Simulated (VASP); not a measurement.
Cu, 1 atom in the cell. It takes space group P6/mmm (No. 191, hexagonal). Conventional cell: a = 2.489 Å, b = 2.489 Å, c = 2.426 Å, α = 90.00°, β = 90.00°, γ = 120.00°. Cu (site symmetry 6/mmm) has 8 Cu at 2.43 to 2.49 Å within 3.2 Å. This isn't the form of Cu at room conditions, which is fcc.

- Program: VASP 6.6.1
- Task: single point
- Functional: PBE
- Potentials or basis: VASP PAW PBE potentials, release 64 (Cu)
- Cutoff: 520 eV
- k mesh: 21 × 21 × 18
- Occupations: gaussian, width 0.1 eV
- Spin: no spin polarisation
- Dipole correction: no
- Further INCAR settings: ALGO = Fast; EDIFF = 1e-07; NBANDS = 12

Potentials or basis: VASP PAW PBE potentials, release 64 (Cu).

Run with:

```console
$ cat potpaw_PBE.64/Cu/POTCAR > POTCAR
$ mpirun -np 1 vasp_std > vasp.out
```

Hardware: 1 thread of Intel Xeon 8259CL (shared host).

Q: How long does it take, and how much memory?

A: Wall time 120 s on 1 thread of Intel Xeon 8259CL, with other jobs on the host, peak memory 0.19 GiB. Counts: scf iterations 14, k points 480.
